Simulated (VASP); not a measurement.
Input of a VASP 6.6.1 run:

File INCAR:

```
ALGO     = Normal         # electronic algorithm
EDIFF    = 1E-7           # SCF threshold, eV
ENCUT    = 520            # plane-wave cutoff, eV
GGA      = PE             # functional
ISIF     = 2              # what is computed and relaxed
ISMEAR   = -1             # smearing method
LASPH    = True           # aspherical terms in the spheres
LCHARG   = True           # write CHGCAR
LELF     = True           # ELF
LREAL    = False          # projectors in reciprocal space
LVHAR    = True         
LWAVE    = False          # write WAVECAR
NBANDS   = 21             # bands
NELM     = 100            # most SCF steps
PREC     = Accurate       # precision mode
SIGMA    = 0.05           # smearing width, eV
```

KPOINTS

```
k-points
0
Gamma
  15 15 8
```

POSCAR

```
Ge
1.0
    2.9866528055      0.0000000000      0.0000000000
   -1.4933264028      2.5865172019      0.0000000000
    0.0000000000      0.0000000000      5.0708770844
Ge
2
Direct
    0.3333333333      0.6666666667      0.2500000000
    0.6666666667      0.3333333333      0.7500000000
```

Potentials or basis: VASP PAW PBE potentials, release 64 (Ge_d).

Launch:

```sh
$ cat potpaw_PBE.64/Ge_d/POTCAR > POTCAR
$ mpirun -np 1 vasp_std > vasp.out
```

Task: Predict the pressure.

Result: -0.7 GPa.

Task: Predict the band gap on the k mesh.

Result: Zero (bands 14 and 15 overlap by 9.91 eV).
